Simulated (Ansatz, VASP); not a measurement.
**ZrH in VASP and in Ansatz**

```
CELL_PARAMETERS angstrom
3.18363 0.00000 0.00000
0.00000 3.18363 0.00000
0.00000 0.00000 4.86870
ATOMIC_POSITIONS crystal
Zr 0.00000 0.50000 0.00000
Zr 0.50000 0.00000 0.50000
H 0.00000 0.00000 0.75000
H 0.00000 0.00000 0.25000
```

Alike in both runs: functional r2SCAN; k mesh 10 × 10 × 7; occupations fermi-dirac, width 0.1 eV; no spin polarisation.

Ansatz relaxed the structure, and its values are those at the end. VASP's run is a single point on that final structure, the one shown.

```csv
,VASP,Ansatz
version,VASP 6.6.1,Ansatz 0.2.0
potentials or method,"VASP PAW PBE potentials, release 64 (Zr_sv, H), cutoff 520 eV",PAW plane waves
valence electrons in the cell,26,26
```

Ansatz gave:

| Quantity | Value |
| --- | --- |
| pressure (GPa) | 8.3 |

Q: What did VASP give for the same quantities?

A: Pressure (GPa): 8.2.

VASP's potentials were made for PBE, not for r2SCAN. Ansatz's warnings: stress scf threshold loose.
